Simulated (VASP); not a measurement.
Input of a VASP 6.6.1 run:

Contents of INCAR:

```
SYSTEM = Si
PREC = Accurate ; ENCUT = 520
EDIFF = 1E-7 ; ISMEAR = 0
SIGMA = 0.05 ; LREAL = .FALSE.
LASPH = .TRUE. ; NELM = 60
ALGO = Normal ; ISIF = 2
LWAVE = .FALSE. ; LCHARG = .FALSE.
LDIPOL = .TRUE. ; IDIPOL = 3
DIPOL = 0.5 0.5 0.500 ; GGA = CA
IBRION = 2 ; NSW = 70
EDIFFG = -0.03
```

KPOINTS

```
Automatic mesh
0
G
  9 9 1
  0 0 0
```

POSCAR

```
Si
1.0
    3.8016851333      0.0000000000      0.0000000000
   -1.9008425666      3.2923559026      0.0000000000
    0.0000000000      0.0000000000     21.0815226924
Si
6
Selective dynamics
Direct
    0.6666666667      0.3333333333      0.3320443263  F F F
    0.3333333333      0.6666666667      0.3696520843  F F F
    0.3333333333      0.6666666667      0.4811961210  F F F
    0.6666666667      0.3333333333      0.5188038790  T T T
    0.6666666667      0.3333333333      0.6303479157  T T T
    0.3333333333      0.6666666667      0.6679556737  T T T
```

Potentials or basis: VASP PAW LDA potentials, release 64 (Si).

Launch:

```console
$ cat potpaw_LDA.64/Si/POTCAR > POTCAR
$ mpirun -np 1 vasp_std > vasp.out
```

Question: Predict the band gap on the k mesh.

Answer: Zero (bands 12 and 13 overlap by 0.09 eV).

Question: Estimate the energy gained by relaxing.

Answer: 6.6 meV/atom.

Step by step:
| step | energy change (eV) | largest force on free atoms (eV/Å) | pressure (GPa) |
| --- | --- | --- | --- |
| 1 | 0.0000 | 0.6165 | -0.34 |
| 2 | -0.0249 | 0.3258 | -0.25 |
| 3 | -0.0292 | 0.1782 | -0.18 |
| 4 | -0.0322 | 0.1279 | -0.15 |
| 5 | -0.0345 | 0.1019 | -0.07 |
| 6 | -0.0358 | 0.0958 | -0.04 |
| 7 | -0.0385 | 0.0811 | 0.07 |
| 8 | -0.0371 | 0.1657 | 0.28 |
| 9 | -0.0390 | 0.0740 | 0.14 |
| 10 | -0.0390 | 0.0836 | 0.17 |
| 11 | -0.0394 | 0.0023 | 0.15 |
